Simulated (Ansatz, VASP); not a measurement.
One calculation of AgCl, two programs

Contents of INCAR:

```
  ALGO = Normal
  EDIFF = 1E-6
  ENCUT = 520
  GGA = PE
  ISIF = 2
  ISMEAR = 0
  LASPH = True
  LCHARG = True
  LELF = True
  LREAL = False
  LVHAR = True
  LWAVE = False
  NBANDS = 16
  NELM = 80
  PREC = Accurate
  SIGMA = 0.01
```

The input KPOINTS:

```
k-points
0
Gamma
  6 6 6
```

POSCAR

```
AgCl
1.0
    3.4648134512      0.0000000000      0.0000000000
    0.0000000000      3.4648134512      0.0000000000
    0.0000000000      0.0000000000      3.4648134512
Ag Cl
1 1
Direct
    0.0000000000      0.0000000000      0.0000000000
    0.5000000000      0.5000000000      0.5000000000
```

Input for Ansatz:

```yaml
crystal:
  lattice:
    - [3.4648134512, 0.0, 0.0]
    - [0.0, 3.4648134512, 0.0]
    - [0.0, 0.0, 3.4648134512]
  atoms:
    - { symbol: Ag, position: [0.0, 0.0, 0.0] }
    - { symbol: Cl, position: [0.5, 0.5, 0.5] }
kpoints:
  mp_grid: { grid: [6, 6, 6] }
hamiltonian:
  xc: pbe
scf:
  occupations: { method: fixed }
  n_extra_bands: 4
output:
  forces: true
  stress: true
  eigenvalues: true
```

Alike in both runs: task single point; functional PBE; k mesh 6 × 6 × 6; no spin polarisation.

```csv
,VASP,Ansatz
version,VASP 6.6.1,Ansatz 0.2.0
potentials or method,"VASP PAW PBE potentials, release 64 (Ag, Cl)","plane waves, PAW"
plane-wave cutoff (eV),520,420
occupations,"gaussian, width 0.01 eV",fixed
valence electrons in the cell,18,26
```

Ansatz gave:

- gap on the k mesh at the Fermi level (eV): 0.57
- pressure (GPa): -1.3

Estimate VASP's values.

gap on the k mesh at the Fermi level (eV): 0.57; pressure (GPa): -1.4.

VASP's potentials hold 18 valence electrons a cell and Ansatz's 26, so a difference there can come from the potentials and not from the codes.
